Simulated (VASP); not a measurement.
A run of VASP 6.6.1 is set up as follows.

Contents of INCAR:

```
PREC = Accurate
ENCUT = 520
EDIFF = 1E-7
ISMEAR = 0
SIGMA = 0.1
LREAL = False
LASPH = True
NELM = 150
ALGO = Normal
ISIF = 2
LWAVE = False
LCHARG = False
ISPIN = 2
MAGMOM = 2 -1 0 0 0 0 0 0 0 0 0 0 0 0
LORBIT = 11
LMAXMIX = 4
GGA = PE
NBANDS = 55
```

KPOINTS

```
regular mesh
0
Gamma
  4 4 4
```

Contents of POSCAR:

```
VIrC6N6
1.0
    0.0000000000      5.0945000000      5.0945000000
    5.0945000000      0.0000000000      5.0945000000
    5.0945000000      5.0945000000      0.0000000000
V Ir C N
1 1 6 6
Direct
    0.5000000000      0.5000000000      0.5000000000
    0.0000000000      0.0000000000      0.0000000000
    0.8118559200      0.1881440800      0.1881440800
    0.1881440800      0.8118559200      0.1881440800
    0.1881440800      0.1881440800      0.8118559200
    0.1881440800      0.8118559200      0.8118559200
    0.8118559200      0.1881440800      0.8118559200
    0.8118559200      0.8118559200      0.1881440800
    0.6970262000      0.3029738000      0.3029738000
    0.3029738000      0.6970262000      0.3029738000
    0.3029738000      0.3029738000      0.6970262000
    0.3029738000      0.6970262000      0.6970262000
    0.6970262000      0.3029738000      0.6970262000
    0.6970262000      0.6970262000      0.3029738000
```

Potentials or basis: VASP PAW PBE potentials, release 64 (V_sv, Ir, C, N).

Run with:

```sh
$ cat potpaw_PBE.64/V_sv/POTCAR potpaw_PBE.64/Ir/POTCAR potpaw_PBE.64/C/POTCAR potpaw_PBE.64/N/POTCAR > POTCAR
$ mpirun -np 1 vasp_std > vasp.out
```

**Question.** Estimate the site moments.

**Answer.** V +1.65; Ir -0.01; C +0.04; N -0.03 μB.

**Question.** Estimate the net moment.

**Answer.** 2.00 μB per cell.

**Question.** What does it give for the pressure?

**Answer.** 7.1 GPa.

Forces on the atoms (eV/Å):
```
V    0.000  0.000  0.000
Ir   0.000  0.000  0.000
C    2.565  0.000  0.000
C    0.000  2.565  0.000
C    0.000  0.000  2.565
C   -2.565  0.000  0.000
C    0.000 -2.565  0.000
C    0.000  0.000 -2.565
N   -0.148  0.000  0.000
N    0.000 -0.148  0.000
N    0.000  0.000 -0.148
N    0.148  0.000  0.000
N    0.000  0.148  0.000
N    0.000  0.000  0.148
```

Caveat: the cell stands under pressure; forces of over 1 eV/Å act on the atoms, so gaps and moduli don't describe the material at rest.
